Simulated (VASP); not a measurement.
## InSb: electric field gradients with LDA

The system is InSb.

```
CELL_PARAMETERS angstrom
0.00000 3.23910 3.23910
3.23910 0.00000 3.23910
3.23910 3.23910 0.00000
ATOMIC_POSITIONS crystal
In 0.00000 0.00000 0.00000
Sb 0.75000 0.75000 0.75000
```

```
Program                : VASP 6.6.1
Task                   : electric field gradients
Functional             : LDA
Potentials or basis    : VASP PAW LDA potentials, release 64 (In_d, Sb)
Cutoff                 : 520 eV
k mesh                 : 12 × 12 × 12
Occupations            : fermi-dirac, width 0.05 eV
Spin                   : no spin polarisation
Dipole correction      : no
Further INCAR settings : ALGO = Normal; EDIFF = 1e-08; NBANDS = 16
```

* Pressure: -0.5 GPa
* Band gap on the k mesh: zero (filled and empty bands touch)
* Largest electric field gradient by atom: zero within the noise of the run

Levels at points of the mesh, in eV from the Fermi level:
```csv
k point,band 5,band 6,band 7,band 8,band 9,band 10,band 11,band 12,band 13,band 14
"(0.00, 0.00, 0.00)",-14.56,-10.86,-0.45,-0.09,-0.09,-0.09,2.82,2.82,2.82,5.45
"(0.50, 0.00, 0.00)",-14.56,-9.49,-5.77,-1.10,-1.10,0.33,3.68,3.68,5.85,8.03
"(0.50, 0.50, 0.00)",-14.55,-8.88,-6.07,-2.37,-2.37,1.16,1.16,7.96,7.96,8.56
```

It took 2.5 min on 1 thread of AMD EPYC 7571, with other jobs on the host, peak memory 0.19 GiB.

Caveat: semilocal functionals underestimate gaps, so a narrow gap can read as zero; spin-orbit coupling is left out, which moves the levels of the heavy elements.
